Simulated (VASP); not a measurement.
Set up this calculation in VASP 6.6.1, as the native input.

```yaml
Task: relaxation of cell and atoms
Functional: LDA
Potentials_or_basis: VASP PAW LDA potentials, release 64 (Al, P)
Cutoff: 500 eV
k_mesh: 10 × 10 × 10
Occupations: gaussian, width 0.01 eV
Spin: no spin polarisation
Target_pressure: 30 GPa
Dipole_correction: no
Further_INCAR_settings: ALGO = Normal; EDIFF = 1e-07; IBRION = 2; EDIFFG = -0.001; NSW = 80; ISIF = 3
```

The structure of AlP lies in POSCAR:

```
AlP
1.0
    0.0000000000      2.5284137397      2.5284137397
    2.5284137397      0.0000000000      2.5284137397
    2.5284137397      2.5284137397      0.0000000000
Al P
1 1
Direct
    0.0000000000      0.0000000000      0.0000000000
    0.7500000000      0.7500000000      0.7500000000
```

The input as run:

INCAR

```
  ALGO = Normal
  EDIFF = 1E-7
  EDIFFG = -0.001
  ENCUT = 500
  GGA = CA
  GGA_COMPAT = F
  IBRION = 2
  ISIF = 3
  ISMEAR = 0
  LASPH = T
  LCHARG = F
  LREAL = F
  LWAVE = F
  NELM = 120
  NELMIN = 4
  NSW = 80
  PREC = Accurate
  PSTRESS = 300.0
  SIGMA = 0.01
```

KPOINTS

```
k-points
0
Gamma
  10 10 10
```

Potentials or basis: VASP PAW LDA potentials, release 64 (Al, P).

Command:

```console
$ cat potpaw_LDA.64/Al/POTCAR potpaw_LDA.64/P/POTCAR > POTCAR
$ mpirun -np 1 vasp_std > vasp.out
```

It gave:

* Relaxed volume: 16.18 Å³/atom
* Relaxed cell: a = 3.577 Å, b = 3.577 Å, c = 3.577 Å, α = 60.00°, β = 60.00°, γ = 60.00°
* Space group after relaxing (to 0.05 Å): F-43m (No. 216)
* Energy change on relaxing (the enthalpy is what falls): -2.6 meV/atom
* Ionic steps: 3
* Pressure after relaxing: 30.0 GPa
* Band gap on the k mesh: 0.91 eV, indirect (least direct gap 3.53 eV)

Caveat: the cell is relaxed towards a set pressure, so the enthalpy falls and the energy may rise.

Wall time 15 s on 1 thread of AMD EPYC 7R13 Processor (Zen 3), on a shared host, peak memory 0.11 GiB.
